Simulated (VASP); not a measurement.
# VO2 (P4_2/mnm) in VASP: settings compared

VO2 is run at these levels: PBEsol, PBEsol+D4, PBE+D3(BJ), revPBE+D3(BJ); tasks: single point.

Everything below comes from runs of VASP 6.6.1. Logs are shortened: lines on timing, memory, paths and dates and some standing lists are left out, and cuts for length are marked.

### Step 1. The cell of the first run

The structure is tetragonal, space group P4_2/mnm (No. 136). The conventional cell has a = 4.507 Å, b = 4.507 Å, c = 3.044 Å, α = 90.00°, β = 90.00°, γ = 90.00°. V (site symmetry mmm) has 6 O at 1.91 to 1.99 Å within 2.5 Å. O (site symmetry m2m) has 3 V at 1.91 to 1.99 Å and 1 O at 2.55 Å within 2.6 Å.

### Step 2. Single point, PBEsol, collinear spin, ferromagnetic start

INCAR reads:

```
PREC     = Accurate       # precision mode
ENCUT    = 600            # plane-wave cutoff, eV
EDIFF    = 1E-6           # SCF threshold, eV
ISMEAR   = -1             # smearing method
SIGMA    = 0.05           # smearing width, eV
LREAL    = False          # projectors in reciprocal space
LASPH    = True           # aspherical terms in the spheres
NELM     = 200            # most SCF steps
ALGO     = Normal         # electronic algorithm
ISIF     = 2              # what is computed and relaxed
LWAVE    = False          # write WAVECAR
LCHARG   = False          # write CHGCAR
ISPIN    = 2              # spin polarisation
MAGMOM   = 2 2 0 0 0 0    # initial moments
LORBIT   = 11             # projections on sites
LMAXMIX  = 4              # l up to which the mixer works
GGA      = PS             # functional
NBANDS   = 38             # bands
GGA_COMPAT= False
```

KPOINTS reads:

```
regular mesh
0
Gamma
  6 6 9
```

POSCAR reads:

```
VO2
1.0
    4.5072020454      0.0000000000      0.0000000000
    0.0000000000      4.5072020454      0.0000000000
    0.0000000000      0.0000000000      3.0444500000
V O
2 4
Direct
    0.5000000000      0.5000000000      0.5000000000
    0.0000000000      0.0000000000      0.0000000000
    0.2003580000      0.7996420000      0.5000000000
    0.7996420000      0.2003580000      0.5000000000
    0.7003580000      0.7003580000      0.0000000000
    0.2996420000      0.2996420000      0.0000000000
```

Potentials or basis: VASP PAW PBE potentials, release 64 (V_sv, O).

Run with:

```console
$ cat potpaw_PBE.64/V_sv/POTCAR potpaw_PBE.64/O/POTCAR > POTCAR
$ mpirun -np 1 vasp_std > vasp.out
```

OUTCAR:

```text
PREC = Accurate
   ENCUT = 600
   EDIFF = 1E-6
   ISMEAR = -1
   LREAL = False
   LASPH = True
   NELM = 200
   ISIF = 2
   ISPIN = 2
   LORBIT = 11
   GGA = PS

 ion  position               nearest neighbor table
   1  0.500  0.500  0.500-   3 1.91   4 1.91   5 1.99   6 1.99   5 1.99   6 1.99
   2  0.000  0.000  0.000-   5 1.91   6 1.91   3 1.99   4 1.99   3 1.99   4 1.99
   3  0.200  0.800  0.500-   1 1.91   2 1.99   2 1.99
   4  0.800  0.200  0.500-   1 1.91   2 1.99   2 1.99
   5  0.700  0.700  0.000-   2 1.91   1 1.99   1 1.99
   6  0.300  0.300  0.000-   2 1.91   1 1.99   1 1.99

  LATTYP: Found a simple tetragonal cell.
 ALAT       =     4.5072020454
 C/A-ratio  =     0.6754633960

  Lattice vectors:

 A1 = (   4.5072020454,   0.0000000000,   0.0000000000)
 A2 = (   0.0000000000,   4.5072020454,   0.0000000000)
 A3 = (   0.0000000000,   0.0000000000,   3.0444500000)

Analysis of symmetry for initial positions (statically):
=====================================================================
 Subroutine PRICEL returns:
 Original cell was already a primitive cell.

 Routine SETGRP: Setting up the symmetry group for a
 simple tetragonal supercell.

 Subroutine GETGRP returns: Found 16 space group operations
 (whereof  8 operations were pure point group operations)
 out of a pool of 16 trial point group operations.

The static configuration has the point symmetry D_2h.
 The point group associated with its full space group is D_4h.

Analysis of symmetry for dynamics (positions and initial velocities):
=====================================================================
 Subroutine PRICEL returns:
 Original cell was already a primitive cell.

 Routine SETGRP: Setting up the symmetry group for a
 simple tetragonal supercell.

 Subroutine GETGRP returns: Found 16 space group operations
 (whereof  8 operations were pure point group operations)
 out of a pool of 16 trial point group operations.

The dynamic configuration has the point symmetry D_2h.
 The point group associated with its full space group is D_4h.

Analysis of structural, dynamic, and magnetic symmetry:
=====================================================================
 Subroutine PRICEL returns:
 Original cell was already a primitive cell.

 Routine SETGRP: Setting up the symmetry group for a
 simple tetragonal supercell.

 Subroutine GETGRP returns: Found 16 space group operations
 (whereof  8 operations were pure point group operations)
 out of a pool of 16 trial point group operations.

The overall configuration has the point symmetry D_2h.
 The point group associated with its full space group is D_4h.

 Subroutine INISYM returns: Found 16 space group operations
 (whereof  8 operations are pure point group operations),
 and found     1 'primitive' translations

----------------------------------------------------------------------------------------

                                     Primitive cell

  volume of cell :      61.8476

  direct lattice vectors                    reciprocal lattice vectors
     4.507202045  0.000000000  0.000000000     0.221867134  0.000000000  0.000000000
     0.000000000  4.507202045  0.000000000     0.000000000  0.221867134  0.000000000
     0.000000000  0.000000000  3.044450000     0.000000000  0.000000000  0.328466554

  length of vectors
     4.507202045  4.507202045  3.044450000     0.221867134  0.221867134  0.328466554

  position of ions in fractional coordinates (direct lattice)
     0.500000000  0.500000000  0.500000000
     0.000000000  0.000000000  0.000000000
     0.200358000  0.799642000  0.500000000
     0.799642000  0.200358000  0.500000000
     0.700358000  0.700358000  0.000000000
     0.299642000  0.299642000  0.000000000

  ion indices of the primitive-cell ions
   primitive index   ion index
                 1           1
                 2           2
                 3           3
                 4           4
                 5           5
                 6           6

----------------------------------------------------------------------------------------

[... 30 lines left out ...]
  0.166667  0.166667  0.000000      4.000000
  0.333333  0.166667  0.000000      8.000000
[... 16 lines left out ...]
  0.333333  0.000000  0.222222      8.000000
  0.500000  0.000000  0.222222      4.000000
 [... further k-points ...]
   k-points           NKPTS =     50   k-points in BZ     NKDIM =     50   number of bands    NBANDS=     38
   number of dos      NEDOS =    301   number of ions     NIONS =      6
   total plane-waves  NPLWV =  31104
   dimension x,y,z NGX =    36 NGY =   36 NGZ =   24
   dimension x,y,z NGXF=    72 NGYF=   72 NGZF=   48
   ions per type =               2   4
   NGX,Y,Z   is equivalent  to a cutoff of  13.28, 13.28, 13.11 a.u.
   NGXF,Y,Z  is equivalent  to a cutoff of  26.56, 26.56, 26.21 a.u.
 SYSTEM =  unknown system
   PREC   = accura    normal or accurate (medium, high low for compatibility)
   ISTART =      0    job   : 0-new  1-cont  2-samecut
   ICHARG =      2    charge: 1-file 2-atom 10-const
   ISPIN  =      2    spin polarized calculation?
   LNONCOLLINEAR =      F non collinear calculations
   LSORBIT =      F    spin-orbit coupling
   LASPH  =      T    aspherical Exc in radial PAW
   ENCUT  =  600.0 eV  44.10 Ry    6.64 a.u.   9.00  9.00  6.08*2*pi/ulx,y,z
   NELM   =    200;   NELMIN=  2; NELMDL= -5     # of ELM steps
   EDIFF  = 0.1E-05   stopping-criterion for ELM
   LREAL  =      F    real-space projection
   EDIFFG = 0.1E-04   stopping-criterion for IOM
   NSW    =      0    number of steps for IOM
   IBRION =     -1    ionic relax: 0-MD 1-quasi-New 2-CG
   NFREE  =      0    steps in history (QN), initial steepest desc. (CG)
   ISIF   =      2    stress and relaxation
   ISYM   =      2    0-nonsym 1-usesym 2-fastsym
   POTIM  = 0.5000    time-step for ionic-motion
   TEBEG  =    0.0;   TEEND  =   0.0 temperature during run
   PSTRESS=    0.0 pullay stress
   NELECT =      50.0000    total number of electrons
   NUPDOWN=      -1.0000    fix difference up-down
   EMIN   =  10.00;   EMAX   =-10.00  energy-range for DOS
   EFERMI =   0.00;   METHOD = LEGACY
   ISMEAR =    -1;   SIGMA  =   0.05  broadening in eV -4-tet -1-fermi 0-gaus
   EFERMI_NEDOS =   21; number of points for ismear=-14 and -15
   IALGO  =     38    algorithm
   IMIX   =      4    mixing-type and parameters
     AMIX     =   0.40;   BMIX     =  1.00
     AMIX_MAG =   1.60;   BMIX_MAG =  1.00
  volume/ion in A,a.u.               =      10.31        69.56
  Fermi-wavevector in a.u.,A,eV,Ry     =   1.525073  2.881969 31.645064  2.325847
  Thomas-Fermi vector in A             =   2.633293
   LORBIT       =     11    0 simple, 1 ext, 2 COOP (PROOUT), +10 PAW based schemes
   GGA     = PS    functional components
   LHFCALC =     F    Hartree Fock is set to
   AEXX    =    0.0000 exact exchange contribution
   IVDW    =     0    specifies the selected vdW correction
   LEPSILON=     F    determine dielectric tensor
   LRPA    =     F    only Hartree local field effects (RPA)
 spin polarized calculation
  energy-cutoff  :      600.00
  volume of cell :       61.85
 maximum number of plane-waves:      2092
   NGX = 19   NGY = 19   NGZ = 13

 number of electron      49.9999994 magnetization       1.9999772

 Free energy of the ion-electron system (eV)
  ---------------------------------------------------
  ext. energy  EPLUGINS =         0.00000000
  ---------------------------------------------------
  free energy    TOTEN  =       -54.20157502 eV

  energy without entropy =      -54.15948779  energy(sigma->0) =      -54.18053141

 E-fermi :   5.5374     XC(G=0): -11.8273

 val. band max:        5.5337272550   @ k =   0.5000   0.5000   0.3333
 cond. band min:       5.5425801183   @ k =   0.1667   0.1667   0.4444
 fundamental gap:      0.0088528633
 Fermi energy:         5.5374242302

 spin component 1

 k-point     1 :       0.0000    0.0000    0.0000
  band No.  band energies     occupation
      1     -60.2259      1.00000
      2     -60.2172      1.00000
      3     -34.1592      1.00000
      4     -34.1592      1.00000
      5     -34.1121      1.00000
      6     -34.0909      1.00000
[... 949 lines left out ...]
     36      15.2741      0.00000
     37      18.3051      0.00000

 [... further k-points ...]

 spin component 2

 k-point     1 :       0.0000    0.0000    0.0000
  band No.  band energies     occupation
      1     -59.1040      1.00000
      2     -59.0947      1.00000
      3     -33.1144      1.00000
      4     -33.1144      1.00000
      5     -32.9901      1.00000
      6     -32.9670      1.00000
[... 949 lines left out ...]
     36      15.4002      0.00000
     37      18.6248      0.00000

 [... further k-points ...]

 [bands above 37 left out]

------------------------ aborting loop because EDIFF is reached ----------------------------------------

  FORCE on cell =-STRESS in cart. coord.  units (eV):
  Direction    XX          YY          ZZ          XY          YZ          ZX
  --------------------------------------------------------------------------------------
  -------------------------------------------------------------------------------------
  Total       -3.7123144     -3.7123144    -11.1067732      0.0000000      0.0000000      0.0000000
  in kB      -96.1684101    -96.1684101   -287.7236677      0.0000000      0.0000000      0.0000000
  external PRESSURE =    -160.0201626 kB  Pullay stress =       0.0000000 kB

 VOLUME and BASIS-vectors are now :
 -----------------------------------------------------------------------------
  energy-cutoff  :      600.00
  volume of cell :       61.85
      direct lattice vectors                 reciprocal lattice vectors
     4.507202045  0.000000000  0.000000000     0.221867134  0.000000000  0.000000000
     0.000000000  4.507202045  0.000000000     0.000000000  0.221867134  0.000000000
     0.000000000  0.000000000  3.044450000     0.000000000  0.000000000  0.328466554

 POSITION                                       TOTAL-FORCE (eV/Angst)
 -----------------------------------------------------------------------------------
      2.25360      2.25360      1.52222        -0.000000     -0.000000      0.000000
      0.00000      0.00000      0.00000        -0.000000     -0.000000      0.000000
      0.90305      3.60415      1.52222        -0.199760      0.199760      0.000000
      3.60415      0.90305      1.52222         0.199760     -0.199760     -0.000000
      3.15666      3.15666      0.00000        -0.199760     -0.199760     -0.000000
      1.35055      1.35055      0.00000         0.199760      0.199760      0.000000
 -----------------------------------------------------------------------------------
    total drift:                                0.000000      0.000000      0.000000

  FREE ENERGIE OF THE ION-ELECTRON SYSTEM (eV)
  ---------------------------------------------------
  free  energy   TOTEN  =       -54.2015750249 eV

  energy  without entropy=      -54.1594877915  energy(sigma->0) =      -54.18053141

 total charge

# of ion       s       p       d       tot
------------------------------------------
    1        2.270   6.303   2.842  11.415
    2        2.270   6.303   2.842  11.415
    3        1.562   3.434   0.000   4.995
    4        1.562   3.434   0.000   4.995
    5        1.562   3.434   0.000   4.995
    6        1.562   3.434   0.000   4.995
--------------------------------------------------
tot         10.786  26.341   5.684  42.812

 magnetization (x)

# of ion       s       p       d       tot
------------------------------------------
    1        0.015   0.012   1.049   1.075
    2        0.015   0.012   1.049   1.075
    3       -0.002  -0.065   0.000  -0.067
    4       -0.002  -0.065   0.000  -0.067
    5       -0.002  -0.065   0.000  -0.067
    6       -0.002  -0.065   0.000  -0.067
--------------------------------------------------
tot          0.021  -0.235   2.098   1.884
```

Wall time 9.6 min (1 thread of Oxide Virtual Turin-like, shared host); peak memory 0.3 GiB.

What came out:

```yaml
Free_energy: -54.2016 eV
Pressure: -16.0 GPa
Largest_force: 0.283 eV/Å
Band_gap_on_the_k_mesh: zero (filled and empty bands overlap)
Net_moment: 2.00 μB per cell
Site_moments: V +1.07; O -0.07 μB
Valence_electrons_inside_the_program's_atomic_spheres: V 11.41; O 5.00
```

Forces on the atoms (eV/Å):
```
V    0.000  0.000  0.000
V    0.000  0.000  0.000
O   -0.200  0.200  0.000
O    0.200 -0.200  0.000
O   -0.200 -0.200  0.000
O    0.200  0.200  0.000
```

Caveat: the stress differs along the axes, from -29 to -10 GPa; the PAW data sets were made with another functional, which shifts forces and pressure a little; semilocal functionals often make such compounds metallic where correlation or magnetic order opens a gap, which also shifts bond lengths. With open d or f shells a metallic result of PBEsol can be an artefact of self-interaction; +U or a hybrid may open a gap.

### Step 3. Single point, PBEsol+D4, collinear spin, ferromagnetic start

This run uses another cell than the first one, of 9.52 Å³/atom.

INCAR reads:

```
  ALGO = Normal
  EDIFF = 1E-6
  ENCUT = 600
  GGA = PS
  GGA_COMPAT = False
  ISIF = 2
  ISMEAR = -1
  ISPIN = 2
  IVDW = 13
  LASPH = True
  LCHARG = False
  LMAXMIX = 4
  LORBIT = 11
  LREAL = False
  LWAVE = False
  MAGMOM = 2 2 0 0 0 0
  NBANDS = 38
  NELM = 200
  PREC = Accurate
  SIGMA = 0.05
```

KPOINTS reads:

```
k-points
0
Gamma
  6 6 9
```

POSCAR reads:

```
VO2
1.0
    4.5208599499      0.0000000000      0.0000000000
    0.0000000000      4.5208599499      0.0000000000
    0.0000000000      0.0000000000      2.7942218935
V O
2 4
Direct
    0.5000000000      0.5000000000      0.5000000000
    0.0000000000      0.0000000000      0.0000000000
    0.2012477500      0.7987522500      0.5000000000
    0.7987522500      0.2012477500      0.5000000000
    0.7012477500      0.7012477500      0.0000000000
    0.2987522500      0.2987522500      0.0000000000
```

Potentials or basis: VASP PAW PBE potentials, release 64 (V_sv, O).

Run with:

```console
$ cat potpaw_PBE.64/V_sv/POTCAR potpaw_PBE.64/O/POTCAR > POTCAR
$ mpirun -np 1 vasp_std > vasp.out
```

OUTCAR:

```text
EDIFF = 1E-6
   ENCUT = 600
   GGA = PS
   ISIF = 2
   ISMEAR = -1
   ISPIN = 2
   IVDW = 13
   LASPH = True
   LORBIT = 11
   LREAL = False
   NELM = 200
   PREC = Accurate

 ion  position               nearest neighbor table
   1  0.500  0.500  0.500-   5 1.90   6 1.90   5 1.90   6 1.90   3 1.91   4 1.91
   2  0.000  0.000  0.000-   3 1.90   4 1.90   3 1.90   4 1.90   5 1.91   6 1.91
   3  0.201  0.799  0.500-   2 1.90   2 1.90   1 1.91
   4  0.799  0.201  0.500-   2 1.90   2 1.90   1 1.91
   5  0.701  0.701  0.000-   1 1.90   1 1.90   2 1.91
[... 2171 lines left out ...]
 -----------------------------------------------------------------------------------
      2.26043      2.26043      1.39711         0.000000      0.000000      0.000000
      0.00000      0.00000      0.00000         0.000000      0.000000      0.000000
      0.90981      3.61105      1.39711         0.017919     -0.017919      0.000000
      3.61105      0.90981      1.39711        -0.017919      0.017919     -0.000000
      3.17024      3.17024      0.00000         0.017919      0.017919     -0.000000
      1.35062      1.35062      0.00000        -0.017919     -0.017919      0.000000
 -----------------------------------------------------------------------------------
    total drift:                                0.000000      0.000000     -0.000000

  FREE ENERGIE OF THE ION-ELECTRON SYSTEM (eV)
  ---------------------------------------------------
  free  energy   TOTEN  =       -55.4286232382 eV

  energy  without entropy=      -55.4056100863  energy(sigma->0) =      -55.41711666

 total charge

# of ion       s       p       d       tot
------------------------------------------
    1        2.300   6.372   2.977  11.649
    2        2.300   6.372   2.977  11.649
    3        1.565   3.478   0.000   5.043
    4        1.565   3.478   0.000   5.043
    5        1.565   3.478   0.000   5.043
    6        1.565   3.478   0.000   5.043
--------------------------------------------------
tot         10.862  26.655   5.954  43.471

 magnetization (x)

# of ion       s       p       d       tot
------------------------------------------
    1        0.012   0.012   0.972   0.997
    2        0.012   0.012   0.972   0.997
    3       -0.002  -0.039   0.000  -0.041
    4       -0.002  -0.039   0.000  -0.041
    5       -0.002  -0.039   0.000  -0.041
    6       -0.002  -0.039   0.000  -0.041
--------------------------------------------------
tot          0.017  -0.130   1.945   1.831
```

stdout:

```text
POSCAR found type information on POSCAR V O
 POSCAR found :  2 types and       6 ions
 scaLAPACK will be used
 -----------------------------------------------------------------------------
|                                                                             |
|                                                                             |
|     You enforced a specific xc type in the INCAR file but a different       |
|     I HOPE YOU KNOW WHAT YOU ARE DOING!                                     |
|                                                                             |
 -----------------------------------------------------------------------------

 LDA part: xc-table for (Slater+PW92), standard interpolation
 POSCAR, INCAR and KPOINTS ok, starting setup
 FFT: planning ... GRIDC
 FFT: planning ... GRID_SOFT
 FFT: planning ... GRID
 WAVECAR not read
 entering main loop
```

It took 6 min on 1 thread of Oxide Virtual Turin-like, shared host; peak memory 0.28 GiB.

What came out:

```
Free energy                                           : -55.4286 eV
Pressure                                              : 0.6 GPa
Largest force                                         : 0.025 eV/Å
Net moment                                            : 1.95 μB per cell
Site moments                                          : V +1.00; O -0.04 μB
Valence electrons inside the program's atomic spheres : V 11.65; O 5.04
Dispersion energy per atom                            : -0.130 eV
```

Forces in eV/Å, atoms in the order of the input:
```
V    0.000  0.000  0.000
V    0.000  0.000  0.000
O    0.018 -0.018  0.000
O   -0.018  0.018  0.000
O    0.018  0.018  0.000
O   -0.018 -0.018  0.000
```

Caveat: the PAW data sets were made with another functional, which shifts forces and pressure a little; semilocal functionals often make such compounds metallic where correlation or magnetic order opens a gap, which also shifts bond lengths. With open d or f shells a metallic result of PBEsol can be an artefact of self-interaction; +U or a hybrid may open a gap.

(Part 1 of 2 ends here.)

The gap in the log of VASP goes by the Fermi energy; the results here count the filled bands.